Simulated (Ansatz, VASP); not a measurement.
**NaI in VASP and in Ansatz**

```xyz
2
Lattice="0.0000 3.2364 3.1879 3.2364 0.0000 3.1879 3.2364 3.2364 0.0000" Properties=species:S:1:pos:R:3 pbc="T T T"
Na    0.0000    0.0000    0.0000
I     3.2364    3.2364    3.1879
```

Change from the starting cell: strain +0.000 along x and y, -0.015 along z, atoms carried along.

Alike in both runs: task single point; functional PBEsol; k mesh 6 × 6 × 6; occupations gaussian, width 0.05 eV; no spin polarisation.

|  | VASP | Ansatz |
| --- | --- | --- |
| version | VASP 6.6.1 | Ansatz 0.2.0 |
| potentials or method | VASP PAW PBE potentials, release 64 (Na_pv, I), cutoff 520 eV | scalar-relativistic, plane waves, PAW |
| valence electrons in the cell | 14 | 26 |

|  | VASP | Ansatz | Ansatz less VASP |
| --- | --- | --- | --- |
| gap on the k mesh at the Fermi level (eV) | 3.54 | 3.54 | +0.004 |
| least direct gap on the mesh (eV) | 3.54 | 3.54 | +0.004 |
| pressure (GPa) | -0.2 | -0.3 | -0.04 |
| traceless stress, the component that is largest in VASP (GPa) | 0.27 | 0.27 | -0.003 |

VASP's potentials were made for PBE, not for PBEsol. VASP's potentials hold 14 valence electrons a cell and Ansatz's 26, so a difference there can come from the potentials and not from the codes.

Neither program's run includes spin-orbit coupling.
